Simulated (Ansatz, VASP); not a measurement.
Two plane-wave programs on Mn

```xyz
2
Lattice="3.1443 0.0000 0.0000 0.0000 3.1443 0.0000 0.0000 0.0000 3.1443" Properties=species:S:1:pos:R:3 pbc="T T T"
Mn    0.0000    0.0000    0.0000
Mn    1.5721    1.5721    1.5721
```

Alike in both runs: task single point; functional RPBE; k mesh 12 × 12 × 12; occupations fermi-dirac, width 0.05 eV; collinear spin.

|  | VASP | Ansatz |
| --- | --- | --- |
| version | VASP 6.6.1 | Ansatz 0.2.0 |
| potentials or method | VASP PAW PBE potentials, release 64 (Mn_pv), cutoff 520 eV | plane waves (420 eV) with PAW, scalar-relativistic |
| valence electrons in the cell | 26 | 30 |

Ansatz gave:

* pressure (GPa): -6.0
* net moment per atom (μB): 0.00
* size of the moment on the site where the two differ most (μB): 3.54

Q: Which values does VASP return?

A: Pressure (GPa): -5.8; net moment per atom (μB): 0.00; size of the moment on the site where the two differ most (μB): 3.54.

VASP's potentials were made for PBE, not for RPBE. Site moments also hang on the region over which each program counts them. VASP's potentials hold 26 valence electrons a cell and Ansatz's 30, so a difference there can come from the potentials and not from the codes.
